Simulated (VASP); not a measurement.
# Al2Cu (P4/mmm) in VASP: further runs

Runs on Al2Cu. Level: PBE. Tasks: single point.

All numbers are computed with VASP 6.6.1; they aren't measurements. Logs are shortened: lines on timing, memory, paths and dates and some standing lists are left out, and cuts for length are marked.

## 1. The cell of the first run

Symmetry: P4/mmm, No. 123, tetragonal system. Conventional cell: a = 4.025 Å, b = 4.025 Å, c = 2.962 Å, α = 90.00°, β = 90.00°, γ = 90.00°. Within 3.3 Å of Al (site symmetry mmm) lie 4 Cu at 2.50 Å and 6 Al at 2.85 to 2.96 Å. Within 3.3 Å of Cu (site symmetry 4/mmm) lie 8 Al at 2.50 Å and 2 Cu at 2.96 Å.

## 2. Single point, PBE

Input file INCAR:

```
PREC     = Accurate       # precision mode
ENCUT    = 520            # plane-wave cutoff, eV
EDIFF    = 1E-7           # SCF threshold, eV
ISMEAR   = 0              # smearing method
SIGMA    = 0.15           # smearing width, eV
LREAL    = False          # projectors in reciprocal space
LASPH    = True           # aspherical terms in the spheres
NELM     = 60             # most SCF steps
ALGO     = Normal         # electronic algorithm
ISIF     = 2              # what is computed and relaxed
LWAVE    = False          # write WAVECAR
LCHARG   = False          # write CHGCAR
GGA      = PE             # functional
NBANDS   = 16             # bands
```

Input file KPOINTS:

```
Automatic mesh
0
Gamma
  10 10 14
```

Input file POSCAR:

```
Al2Cu
1.0
    4.0250000000      0.0000000000      0.0000000000
    0.0000000000      4.0250000000      0.0000000000
    0.0000000000      0.0000000000      2.9617000000
Al Cu
2 1
Direct
    0.5000000000      0.0000000000      0.5000000000
    0.0000000000      0.5000000000      0.5000000000
    0.0000000000      0.0000000000      0.0000000000
```

Potentials or basis: VASP PAW PBE potentials, release 64 (Al, Cu).

Run with:

```sh
cat potpaw_PBE.64/Al/POTCAR potpaw_PBE.64/Cu/POTCAR > POTCAR
mpirun -np 1 vasp_std > vasp.out
```

OUTCAR:

```text
PREC = Accurate
   ENCUT = 520
   EDIFF = 1E-7
   ISMEAR = 0
   LREAL = False
   LASPH = True
   NELM = 60
   ISIF = 2
   GGA = PE

 ion  position               nearest neighbor table
   1  0.500  0.000  0.500-   3 2.50   3 2.50   3 2.50   3 2.50   2 2.85   2 2.85   2 2.85   2 2.85

   2  0.000  0.500  0.500-   3 2.50   3 2.50   3 2.50   3 2.50   1 2.85   1 2.85   1 2.85   1 2.85

   3  0.000  0.000  0.000-   1 2.50   2 2.50   1 2.50   2 2.50   2 2.50   2 2.50   1 2.50   1 2.50

  LATTYP: Found a simple tetragonal cell.
 ALAT       =     4.0250000000
 C/A-ratio  =     0.7358260870

  Lattice vectors:

 A1 = (   4.0250000000,   0.0000000000,   0.0000000000)
 A2 = (   0.0000000000,   4.0250000000,   0.0000000000)
 A3 = (   0.0000000000,   0.0000000000,   2.9617000000)

Analysis of symmetry for initial positions (statically):
=====================================================================
 Subroutine PRICEL returns:
 Original cell was already a primitive cell.

 Routine SETGRP: Setting up the symmetry group for a
 simple tetragonal supercell.

 Subroutine GETGRP returns: Found 16 space group operations
 (whereof 16 operations were pure point group operations)
 out of a pool of 16 trial point group operations.

The static configuration has the point symmetry D_4h.

Analysis of symmetry for dynamics (positions and initial velocities):
=====================================================================
 Subroutine PRICEL returns:
 Original cell was already a primitive cell.

 Routine SETGRP: Setting up the symmetry group for a
 simple tetragonal supercell.

 Subroutine GETGRP returns: Found 16 space group operations
 (whereof 16 operations were pure point group operations)
 out of a pool of 16 trial point group operations.

The dynamic configuration has the point symmetry D_4h.

 Subroutine INISYM returns: Found 16 space group operations
 (whereof 16 operations are pure point group operations),
 and found     1 'primitive' translations

----------------------------------------------------------------------------------------

                                     Primitive cell

  volume of cell :      47.9814

  direct lattice vectors                    reciprocal lattice vectors
     4.025000000  0.000000000  0.000000000     0.248447205  0.000000000  0.000000000
     0.000000000  4.025000000  0.000000000     0.000000000  0.248447205  0.000000000
     0.000000000  0.000000000  2.961700000     0.000000000  0.000000000  0.337643921

  length of vectors
     4.025000000  4.025000000  2.961700000     0.248447205  0.248447205  0.337643921

  position of ions in fractional coordinates (direct lattice)
     0.500000000  0.000000000  0.500000000
     0.000000000  0.500000000  0.500000000
     0.000000000  0.000000000  0.000000000

  ion indices of the primitive-cell ions
   primitive index   ion index
                 1           1
                 2           2
                 3           3

----------------------------------------------------------------------------------------

 KPOINTS: Automatic mesh

Automatic generation of k-mesh.
 Grid dimensions read from file:
 generate k-points for:   10   10   14

 Generating k-lattice:

  Cartesian coordinates                     Fractional coordinates (reciprocal lattice)
     0.024844720  0.000000000  0.000000000     0.100000000  0.000000000  0.000000000
     0.000000000  0.024844720  0.000000000     0.000000000  0.100000000  0.000000000
     0.000000000  0.000000000  0.024117423     0.000000000  0.000000000  0.071428571

  Length of vectors
     0.024844720  0.024844720  0.024117423

  Shift w.r.t. Gamma in fractional coordinates (k-lattice)
     0.000000000  0.000000000  0.000000000

 Subroutine IBZKPT returns following result:
 ===========================================

 Found    168 irreducible k-points:

 Following reciprocal coordinates:
            Coordinates               Weight
  0.000000  0.000000  0.000000      1.000000
  0.100000  0.000000  0.000000      4.000000
  0.200000  0.000000  0.000000      4.000000
  0.300000  0.000000  0.000000      4.000000
  0.400000  0.000000  0.000000      4.000000
  0.500000  0.000000  0.000000      2.000000
[... 16 lines left out ...]
  0.100000  0.000000  0.071429      8.000000
  0.200000  0.000000  0.071429      8.000000
 [... further k-points ...]
   k-points           NKPTS =    168   k-points in BZ     NKDIM =    168   number of bands    NBANDS=     16
   number of dos      NEDOS =    301   number of ions     NIONS =      3
   total plane-waves  NPLWV =  21600
   dimension x,y,z NGX =    30 NGY =   30 NGZ =   24
   dimension x,y,z NGXF=    60 NGYF=   60 NGZF=   48
   ions per type =               2   1
   NGX,Y,Z   is equivalent  to a cutoff of  12.39, 12.39, 13.47 a.u.
   NGXF,Y,Z  is equivalent  to a cutoff of  24.78, 24.78, 26.94 a.u.
 SYSTEM =  unknown system
   PREC   = accura    normal or accurate (medium, high low for compatibility)
   ISTART =      0    job   : 0-new  1-cont  2-samecut
   ICHARG =      2    charge: 1-file 2-atom 10-const
   ISPIN  =      1    spin polarized calculation?
   LNONCOLLINEAR =      F non collinear calculations
   LSORBIT =      F    spin-orbit coupling
   LASPH  =      T    aspherical Exc in radial PAW
   ENCUT  =  520.0 eV  38.22 Ry    6.18 a.u.   7.48  7.48  5.51*2*pi/ulx,y,z
   NELM   =     60;   NELMIN=  2; NELMDL= -5     # of ELM steps
   EDIFF  = 0.1E-06   stopping-criterion for ELM
   LREAL  =      F    real-space projection
   EDIFFG = 0.1E-05   stopping-criterion for IOM
   NSW    =      0    number of steps for IOM
   IBRION =     -1    ionic relax: 0-MD 1-quasi-New 2-CG
   NFREE  =      0    steps in history (QN), initial steepest desc. (CG)
   ISIF   =      2    stress and relaxation
   ISYM   =      2    0-nonsym 1-usesym 2-fastsym
   POTIM  = 0.5000    time-step for ionic-motion
   TEBEG  =    0.0;   TEEND  =   0.0 temperature during run
   PSTRESS=    0.0 pullay stress
   NELECT =      17.0000    total number of electrons
   NUPDOWN=      -1.0000    fix difference up-down
   EMIN   =  10.00;   EMAX   =-10.00  energy-range for DOS
   EFERMI =   0.00;   METHOD = LEGACY
   ISMEAR =     0;   SIGMA  =   0.15  broadening in eV -4-tet -1-fermi 0-gaus
   EFERMI_NEDOS =   21; number of points for ismear=-14 and -15
   IALGO  =     38    algorithm
   IMIX   =      4    mixing-type and parameters
     AMIX     =   0.40;   BMIX     =  1.00
     AMIX_MAG =   1.60;   BMIX_MAG =  1.00
  volume/ion in A,a.u.               =      15.99       107.93
  Fermi-wavevector in a.u.,A,eV,Ry     =   1.158422  2.189100 18.258228  1.341942
  Thomas-Fermi vector in A             =   2.295024
   LORBIT       =      0    0 simple, 1 ext, 2 COOP (PROOUT), +10 PAW based schemes
   GGA     = PE    functional components
   LHFCALC =     F    Hartree Fock is set to
   AEXX    =    0.0000 exact exchange contribution
   IVDW    =     0    specifies the selected vdW correction
   LEPSILON=     F    determine dielectric tensor
   LRPA    =     F    only Hartree local field effects (RPA)
 non-spin polarized calculation
 Gauss-broadening in eV      SIGMA  =   0.15
  energy-cutoff  :      520.00
  volume of cell :       47.98
 maximum number of plane-waves:      1319
 NGX is ok and might be reduce to    30
   NGX = 15   NGY = 15   NGZ = 11

 number of electron      17.0000007 magnetization

 Free energy of the ion-electron system (eV)
  ---------------------------------------------------
  ext. energy  EPLUGINS =         0.00000000
  ---------------------------------------------------
  free energy    TOTEN  =       -11.26783003 eV

  energy without entropy =      -11.25684771  energy(sigma->0) =      -11.26233887

 E-fermi :   7.1955     XC(G=0): -10.4545

 val. band max:        7.1893415927   @ k =   0.4000   0.4000   0.5000
 cond. band min:       7.2084507344   @ k =   0.5000   0.3000   0.3571
 fundamental gap:      0.0191091417
 Fermi energy:         7.1954885744

 k-point     1 :       0.0000    0.0000    0.0000
  band No.  band energies     occupation
      1      -3.3124      2.00000
      2       1.9736      2.00000
      3       2.3992      2.00000
      4       3.0700      2.00000
      5       3.1664      2.00000
      6       3.1664      2.00000
[... 8 lines left out ...]
     15      14.6166      0.00000
     16      19.1933      0.00000

 k-point     2 :       0.1000    0.0000    0.0000
  band No.  band energies     occupation
      1      -3.2245      2.00000
      2       1.9294      2.00000
      3       2.3806      2.00000
      4       3.0448      2.00000
      5       3.1619      2.00000
      6       3.1670      2.00000
[... 8 lines left out ...]
     15      16.0564      0.00000
     16      18.8296      0.00000

 k-point     3 :       0.2000    0.0000    0.0000
  band No.  band energies     occupation
      1      -2.9641      2.00000
      2       1.6680      2.00000
      3       2.3426      2.00000
      4       2.9853      2.00000
      5       3.1501      2.00000
      6       3.1687      2.00000
[... 8 lines left out ...]
     15      17.9003      0.00000
     16      17.9733      0.00000

 k-point     4 :       0.3000    0.0000    0.0000
  band No.  band energies     occupation
      1      -2.5457      2.00000
      2       0.9851      2.00000
      3       2.3356      2.00000
      4       2.9213      2.00000
      5       3.1356      2.00000
      6       3.1707      2.00000
[... 8 lines left out ...]
     15      16.9980      0.00000
     16      19.2981      0.00000
[... 324 lines left out ...]
 k-point    22 :       0.0000    0.0000    0.0714
  band No.  band energies     occupation
      1      -3.2244      2.00000
      2       2.0005      2.00000
      3       2.4288      2.00000
      4       3.0776      2.00000
      5       3.0879      2.00000
      6       3.0879      2.00000
[... 8 lines left out ...]
     15      15.3448      0.00000
     16      18.4751      0.00000

 k-point    23 :       0.1000    0.0000    0.0714
  band No.  band energies     occupation
      1      -3.1366      2.00000
      2       1.9571      2.00000
      3       2.4111      2.00000
      4       3.0462      2.00000
      5       3.0781      2.00000
      6       3.0983      2.00000
[... 8 lines left out ...]
     15      16.1098      0.00000
     16      17.9037      0.00000

 k-point    24 :       0.2000    0.0000    0.0714
  band No.  band energies     occupation
      1      -2.8766      2.00000
      2       1.7037      2.00000
      3       2.3732      2.00000
      4       2.9894      2.00000
      5       3.0516      2.00000
      6       3.1047      2.00000
[... 8 lines left out ...]
     15      16.9238      0.00000
     16      17.9445      0.00000

 [... further k-points ...]

------------------------ aborting loop because EDIFF is reached ----------------------------------------

  FORCE on cell =-STRESS in cart. coord.  units (eV):
  Direction    XX          YY          ZZ          XY          YZ          ZX
  --------------------------------------------------------------------------------------
  -------------------------------------------------------------------------------------
  Total        1.1894134      1.1894134     -0.2949814      0.0000000      0.0000000      0.0000000
  in kB       39.7164628     39.7164628     -9.8499122      0.0000000      0.0000000      0.0000000
  external PRESSURE =      23.1943378 kB  Pullay stress =       0.0000000 kB

 VOLUME and BASIS-vectors are now :
 -----------------------------------------------------------------------------
  energy-cutoff  :      520.00
  volume of cell :       47.98
      direct lattice vectors                 reciprocal lattice vectors
     4.025000000  0.000000000  0.000000000     0.248447205  0.000000000  0.000000000
     0.000000000  4.025000000  0.000000000     0.000000000  0.248447205  0.000000000
     0.000000000  0.000000000  2.961700000     0.000000000  0.000000000  0.337643921

 POSITION                                       TOTAL-FORCE (eV/Angst)
 -----------------------------------------------------------------------------------
      2.01250      0.00000      1.48085         0.000000      0.000000      0.000000
      0.00000      2.01250      1.48085         0.000000      0.000000      0.000000
      0.00000      0.00000      0.00000         0.000000      0.000000      0.000000
 -----------------------------------------------------------------------------------
    total drift:                               -0.000000     -0.000000     -0.000000

  FREE ENERGIE OF THE ION-ELECTRON SYSTEM (eV)
  ---------------------------------------------------
  free  energy   TOTEN  =       -11.2678300308 eV

  energy  without entropy=      -11.2568477074  energy(sigma->0) =      -11.26233887
```

Run time: 1.9 min. Hardware: 1 thread of AMD EPYC 7R13, shared host; peak memory 0.22 GiB.

What came out:

```yaml
Free_energy: -11.2678 eV
Pressure: 2.3 GPa
Band_gap_on_the_k_mesh: zero (an odd number of electrons rules out a gap without spin polarisation)
```

(Part 1 of 2 ends here.)
